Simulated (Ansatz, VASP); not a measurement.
## Si in VASP and in Ansatz

```
Si
1.0
     3.96717    0.00000    0.00000
    -1.98358    3.43567    0.00000
     0.00000    0.00000    5.77500
Si
4
Direct
  0.33333 0.66667 0.06304
  0.66667 0.33333 0.56304
  0.33333 0.66667 0.43696
  0.66667 0.33333 0.93696
```

Alike in both runs: task single point; functional LDA; k mesh 12 × 12 × 6; occupations gaussian, width 0.03 eV; no spin polarisation.

|  | VASP | Ansatz |
| --- | --- | --- |
| version | VASP 6.6.1 | Ansatz 0.2.0 |
| potentials or method | VASP PAW LDA potentials, release 64 (Si), cutoff 520 eV | scalar-relativistic, plane waves, PAW |
| valence electrons in the cell | 16 | 16 |

|  | VASP | Ansatz | Ansatz less VASP |
| --- | --- | --- | --- |
| gap on the k mesh at the Fermi level (eV) | none | none | - |
| pressure (GPa) | 2.7 | 2.7 | -0.05 |
| traceless stress, the component that is largest in VASP (GPa) | 23.19 | 23.12 | -0.066 |
| rms of the force components (eV/Å) | 1.192 | 1.193 | +0.0011 |

Ansatz warns that its potentials were made for another functional, while VASP's fit it. LDA's correlation is that of Perdew and Zunger in VASP and of Perdew and Wang (1992) in Ansatz. Atom by atom the forces differ by 0.001 eV/Å (rms over components). A gap of «none» marks a metal or a gap that the smearing closes.
